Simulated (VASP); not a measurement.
# Ni (Fm-3m) in VASP: notebook, part 2 of 2

VASP 6.6.1.

## Step 4: Single point, LDA, collinear spin, ferromagnetic start

The input, INCAR:

```
SYSTEM = Ni
  PREC = Accurate
  ENCUT = 520
  EDIFF = 1E-7
  ISMEAR = 0
  SIGMA = 0.1
  LREAL = .FALSE.
  LASPH = .TRUE.
  NELM = 150
  ALGO = Normal
  ISIF = 2
  LWAVE = .FALSE.
  LCHARG = .FALSE.
  ISPIN = 2
  MAGMOM = 0.06 0.06
  LORBIT = 11
  LMAXMIX = 4
  GGA = CA
  NBANDS = 21
  ISYM = 0
```

The input, KPOINTS:

```
Automatic mesh
0
G
  12 7 10
  0 0 0
```

The input, POSCAR:

```
Ni
1.0
    0.0000000000     -1.7716500000     -1.7716500000
   -3.5433000000     -1.7716500000     -1.7716500000
    0.0000000000      1.7716500000     -1.7716500000
Ni
2
Direct
    0.0000000000      0.0000000000      0.0000000000
    0.0000000000      0.5000000000      0.5000000000
```

Potentials or basis: VASP PAW LDA potentials, release 64 (Ni).

On the command line:

```console
$ cat potpaw_LDA.64/Ni/POTCAR > POTCAR
$ mpirun -np 1 vasp_std > vasp.out
```

OUTCAR:

```text
SYSTEM = Ni
   PREC = Accurate
   ENCUT = 520
   EDIFF = 1E-7
   ISMEAR = 0
   LREAL = .FALSE.
   LASPH = .TRUE.
   NELM = 150
   ISIF = 2
   ISPIN = 2
   LORBIT = 11
   GGA = CA
   ISYM = 0

 ion  position               nearest neighbor table
   1  0.000  0.000  0.000-   2 2.51   2 2.51   2 2.51   2 2.51   2 2.51   2 2.51   2 2.51   2 2.51

   2  0.000  0.500  0.500-   1 2.51   1 2.51   1 2.51   1 2.51   1 2.51   1 2.51   1 2.51   1 2.51

IMPORTANT INFORMATION: All symmetrisations will be switched off!
NOSYMM: (Re-)initialisation of all symmetry stuff for point group C_1.

----------------------------------------------------------------------------------------

                                     Primitive cell

  volume of cell :      22.2430

  direct lattice vectors                    reciprocal lattice vectors
     0.000000000 -1.771650000 -1.771650000     0.282222787 -0.282222787 -0.282222787
    -3.543300000 -1.771650000 -1.771650000    -0.282222787  0.000000000  0.000000000
     0.000000000  1.771650000 -1.771650000     0.000000000  0.282222787 -0.282222787

  length of vectors
     2.505491458  4.339638503  2.505491458     0.488824206  0.282222787  0.399123293

[... 742 lines left out ...]
      2       4.6028      1.00000
      3       5.2240      1.00000
      4       7.0406      1.00000
      5       7.0416      1.00000
      6       7.0460      1.00000
[... 565 lines left out ...]
     20      36.3610      0.00000
     21      37.1533      0.00000

 [... further k-points ...]
[... 5 lines left out ...]
  --------------------------------------------------------------------------------------
  -------------------------------------------------------------------------------------
  Total       -2.8149626     -2.8067138     -2.8067134      0.0033549      0.0026573      0.0033547
  in kB     -202.7633397   -202.1691729   -202.1691414      0.2416557      0.1914055      0.2416398
  external PRESSURE =    -202.3672180 kB  Pullay stress =       0.0000000 kB

 VOLUME and BASIS-vectors are now :
 -----------------------------------------------------------------------------
  energy-cutoff  :      520.00
  volume of cell :       22.24
      direct lattice vectors                 reciprocal lattice vectors
     0.000000000 -1.771650000 -1.771650000     0.282222787 -0.282222787 -0.282222787
    -3.543300000 -1.771650000 -1.771650000    -0.282222787  0.000000000  0.000000000
     0.000000000  1.771650000 -1.771650000     0.000000000  0.282222787 -0.282222787

 POSITION                                       TOTAL-FORCE (eV/Angst)
 -----------------------------------------------------------------------------------
      0.00000      0.00000      0.00000        -0.000000      0.000000     -0.000000
     -1.77165      0.00000     -1.77165         0.000000     -0.000000      0.000000
 -----------------------------------------------------------------------------------
    total drift:                                0.000000      0.000000      0.000000

  FREE ENERGIE OF THE ION-ELECTRON SYSTEM (eV)
  ---------------------------------------------------
  free  energy   TOTEN  =       -13.0120788072 eV

  energy  without entropy=      -12.9917140748  energy(sigma->0) =      -13.00189644

 total charge

# of ion       s       p       d       tot
------------------------------------------
    1        0.490   0.477   8.316   9.282
    2        0.490   0.477   8.316   9.282
--------------------------------------------------
tot          0.981   0.953  16.631  18.565

 magnetization (x)

# of ion       s       p       d       tot
------------------------------------------
    1       -0.005  -0.018   0.643   0.620
    2       -0.005  -0.018   0.643   0.620
--------------------------------------------------
tot         -0.010  -0.037   1.287   1.240
```

OSZICAR:

```text
N       E                     dE             d eps       ncg     rms          rms(c)
DAV:   1     0.956949653726E+02    0.95695E+02   -0.85381E+03 38591   0.130E+03
DAV:   2    -0.933428674488E+01   -0.10503E+03   -0.97001E+02 36233   0.235E+02
DAV:   3    -0.151114857775E+02   -0.57772E+01   -0.55514E+01 40130   0.632E+01
DAV:   4    -0.151923458217E+02   -0.80860E-01   -0.80759E-01 40188   0.697E+00
DAV:   5    -0.151948763946E+02   -0.25306E-02   -0.25304E-02 40703   0.122E+00    0.139E+01
DAV:   6    -0.138292727369E+02    0.13656E+01   -0.86396E+00 41571   0.617E+01    0.931E+00
DAV:   7    -0.129937748957E+02    0.83550E+00   -0.22190E+00 41330   0.264E+01    0.287E+00
DAV:   8    -0.130099186675E+02   -0.16144E-01   -0.25152E-02 49182   0.231E+00    0.152E+00
DAV:   9    -0.130136661455E+02   -0.37475E-02   -0.32428E-02 49190   0.456E+00    0.174E+00
DAV:  10    -0.130081354890E+02    0.55307E-02   -0.42302E-02 48976   0.496E+00    0.109E+00
DAV:  11    -0.130117556903E+02   -0.36202E-02   -0.35066E-03 50592   0.154E+00    0.265E-01
DAV:  12    -0.130121651685E+02   -0.40948E-03   -0.30489E-04 47328   0.276E-01    0.741E-02
DAV:  13    -0.130120977216E+02    0.67447E-04   -0.13606E-05 49151   0.425E-02    0.297E-02
DAV:  14    -0.130120783317E+02    0.19390E-04   -0.31094E-06 56849   0.238E-02    0.142E-02
DAV:  15    -0.130120785500E+02   -0.21825E-06   -0.39745E-07 37550   0.824E-03    0.798E-03
DAV:  16    -0.130120787969E+02   -0.24690E-06   -0.12053E-07 24888   0.551E-03    0.142E-03
DAV:  17    -0.130120788072E+02   -0.10284E-07   -0.41450E-08 22833   0.196E-03
   1 F= -.13012079E+02 E0= -.13001896E+02  d E =-.203647E-01  mag=     1.2269
```

stdout:

```text
POSCAR found type information on POSCAR Ni
 POSCAR found :  1 types and       2 ions
 scaLAPACK will be used
 LDA part: xc-table for (Slater(with rela. corr.)+CA(PZ))
 , standard interpolation
 -----------------------------------------------------------------------------
|                                                                             |
|           W    W    AA    RRRRR   N    N  II  N    N   GGGG   !!!           |
|           W    W   A  A   R    R  NN   N  II  NN   N  G    G  !!!           |
|           W    W  A    A  R    R  N N  N  II  N N  N  G       !!!           |
|           W WW W  AAAAAA  RRRRR   N  N N  II  N  N N  G  GGG   !            |
|           WW  WW  A    A  R   R   N   NN  II  N   NN  G    G                |
|           W    W  A    A  R    R  N    N  II  N    N   GGGG   !!!           |
|                                                                             |
|     Your reciprocal lattice and k-lattice belong to different lattice       |
|     classes:                                                                |
|                                                                             |
|        The reciprocal lattice is simple tetragonal,                         |
|        whereas your k-lattice is simple monoclinic.                         |
|                                                                             |
|     Results are often still useful ...                                      |
|                                                                             |
 -----------------------------------------------------------------------------

 POSCAR, INCAR and KPOINTS ok, starting setup
 FFT: planning ... GRIDC
 FFT: planning ... GRID_SOFT
 FFT: planning ... GRID
 WAVECAR not read
 entering main loop
```

Run time: 11 min. Hardware: 1 thread of Oxide Virtual Turin-like, shared host; peak memory 0.31 GiB.

Results:

| Property | Result |
| --- | --- |
| Free energy | -13.0121 eV |
| Pressure | -20.2 GPa |
| Net moment | 1.23 μB per cell |
| Site moments | Ni +0.62 μB |
| Valence electrons inside the program's atomic spheres | Ni 9.28 |

## Step 5: Single point, LDA, collinear spin, ferromagnetic start

The input, INCAR:

```
SYSTEM = Ni
ALGO     = Normal         ! electronic algorithm
EDIFF    = 1E-7           ! SCF threshold, eV
ENCUT    = 520            ! plane-wave cutoff, eV
ISIF     = 2              ! what is computed and relaxed
ISMEAR   = 0              ! smearing method
ISPIN    = 2              ! spin polarisation
ISYM     = 0            
LASPH    = .True.         ! aspherical terms in the spheres
LCHARG   = .True.         ! write CHGCAR
LELF     = .True.         ! ELF
LMAXMIX  = 4              ! l up to which the mixer works
LORBIT   = 11             ! projections on sites
LREAL    = .False.        ! projectors in reciprocal space
LVHAR    = .True.       
LWAVE    = .False.        ! write WAVECAR
MAGMOM   = 0.06 0.06      ! initial moments
NBANDS   = 21             ! bands
NELM     = 150            ! most SCF steps
PREC     = Accurate       ! precision mode
SIGMA    = 0.1            ! smearing width, eV
```

The input, KPOINTS:

```
k-points
0
Gamma
  12 7 10
  0 0 0
```

POSCAR is that of step 4.

On the command line:

```console
$ cat potpaw_LDA.64/Ni/POTCAR > POTCAR
$ mpirun -np 1 vasp_std > vasp.out
```

It took 12 min on 1 thread of Oxide Virtual Turin-like, shared host; peak memory 0.31 GiB.

It converged, with:

- Free energy: -13.0121 eV
- Pressure: -20.2 GPa
- Net moment: 1.23 μB per cell
- Site moments: Ni +0.62 μB
- Valence electrons inside the program's atomic spheres: Ni 9.28

Levels at points of the mesh, in eV from the Fermi level:
Spin up:
| k point | band 8 | band 9 | band 10 | band 11 | band 12 | band 13 | band 14 | band 15 |
| --- | --- | --- | --- | --- | --- | --- | --- | --- |
| (0.00, 0.00, 0.00) | -1.18 | -0.49 | -0.38 | -0.37 | 2.44 | 9.08 | 14.57 | 14.57 |
| (0.50, 0.00, 0.00) | -0.52 | -0.52 | -0.52 | -0.21 | -0.21 | 5.55 | 5.56 | 22.13 |
| (0.00, 0.00, 0.50) | -1.60 | -1.28 | -1.28 | 0.99 | 0.99 | 11.37 | 11.37 | 12.71 |
| (0.50, 0.00, 0.50) | -1.24 | -0.38 | -0.38 | 7.63 | 7.63 | 7.64 | 7.64 | 9.91 |
Spin down:
| k point | band 7 | band 8 | band 9 | band 10 | band 11 | band 12 | band 13 | band 14 |
| --- | --- | --- | --- | --- | --- | --- | --- | --- |
| (0.00, 0.00, 0.00) | -0.61 | -0.60 | 0.11 | 0.33 | 0.34 | 2.49 | 9.35 | 14.64 |
| (0.50, 0.00, 0.00) | -0.19 | -0.19 | 0.14 | 0.14 | 0.14 | 0.14 | 5.94 | 5.94 |
| (0.00, 0.00, 0.50) | -1.06 | -1.06 | -0.60 | -0.60 | 1.52 | 1.52 | 11.58 | 11.58 |
| (0.50, 0.00, 0.50) | -0.69 | -0.69 | 0.34 | 0.34 | 7.84 | 7.84 | 7.84 | 7.84 |
